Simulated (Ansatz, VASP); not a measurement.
Zn5CdS6: VASP beside Ansatz

```
Zn Cd S
1.0
     3.89665    0.00000    0.00000
    -1.94832    3.37460    0.00000
     0.00000    0.00000   19.22851
Zn Cd S
5 1 6
Direct
  0.00000 0.00000 0.00887
  0.66667 0.33333 0.65790
  0.00000 0.00000 0.49559
  0.33333 0.66667 0.33329
  0.66667 0.33333 0.17095
  0.33333 0.66667 0.83047
  0.00000 0.00000 0.88695
  0.33333 0.66667 0.69800
  0.66667 0.33333 0.53545
  0.00000 0.00000 0.37316
  0.33333 0.66667 0.21085
  0.66667 0.33333 0.04851
```

Alike in both runs: functional PBE; k mesh 12 × 12 × 2; occupations gaussian, width 0.02 eV; no spin polarisation.

Ansatz relaxed the structure, and its values are those at the end. VASP's run is a single point on that final structure, the one shown.

```csv
,VASP,Ansatz
version,VASP 6.6.1,Ansatz 0.2.0
potentials or method,"VASP PAW PBE potentials, release 64 (Zn, Cd, S), cutoff 520 eV","scalar-relativistic, plane waves, PAW"
valence electrons in the cell,108,116
```

```tsv
	VASP	Ansatz	Ansatz less VASP
gap on the k mesh at the Fermi level (eV)	1.53	1.53	+0.003
least direct gap on the mesh (eV)	1.53	1.53	+0.003
pressure (GPa)	0.2	0.0	-0.19
rms of the force components (eV/Å)	0.006	0.003	-0.0032
```

VASP's potentials hold 108 valence electrons a cell and Ansatz's 116, so a difference there can come from the potentials and not from the codes.
